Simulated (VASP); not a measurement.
Here is a VASP 6.6.1 calculation.

File INCAR:

```
  PREC = Accurate
  ENCUT = 600
  EDIFF = 1E-6
  ISMEAR = -1
  SIGMA = 0.05
  LREAL = False
  LASPH = True
  NELM = 100
  ALGO = Normal
  ISIF = 3
  LWAVE = False
  LCHARG = False
  GGA = PS
  IBRION = 2
  NSW = 80
  EDIFFG = -0.01
  PSTRESS = 200.0
```

The input KPOINTS:

```
regular mesh
0
Gamma
  7 7 6
```

POSCAR

```
Se
1.0
    4.3662000000      0.0000000000      0.0000000000
   -2.1831000000      3.7812401180      0.0000000000
    0.0000000000      0.0000000000      4.9536000000
Se
3
Direct
    0.7746000000      0.7746000000      0.0000000000
    0.0000000000      0.2254000000      0.6666666667
    0.2254000000      0.0000000000      0.3333333333
```

Potentials or basis: VASP PAW PBE potentials, release 64 (Se).

Command:

```bash
$ cat potpaw_PBE.64/Se/POTCAR > POTCAR
$ mpirun -np 1 vasp_std > vasp.out
```

Task: Predict the relaxed cell.

Result: a = 3.485 Å, b = 3.485 Å, c = 5.164 Å, α = 90.00°, β = 90.00°, γ = 120.00°.

Task: Predict the relaxed volume.

Result: 18.11 Å³/atom.

Task: Estimate the space group after relaxing (to 0.05 Å).

Result: P3_121 (No. 152).

Forces on the atoms (eV/Å):
```
Se  -0.004 -0.006  0.000
Se  -0.004  0.006  0.000
Se   0.007  0.000  0.000
```

Caveat: the cell is relaxed towards a set pressure, so the enthalpy falls and the energy may rise; the volume moved by over 15 % at a fixed basis, so the end points are rough; the PAW data sets were made with another functional, which shifts forces and pressure a little.
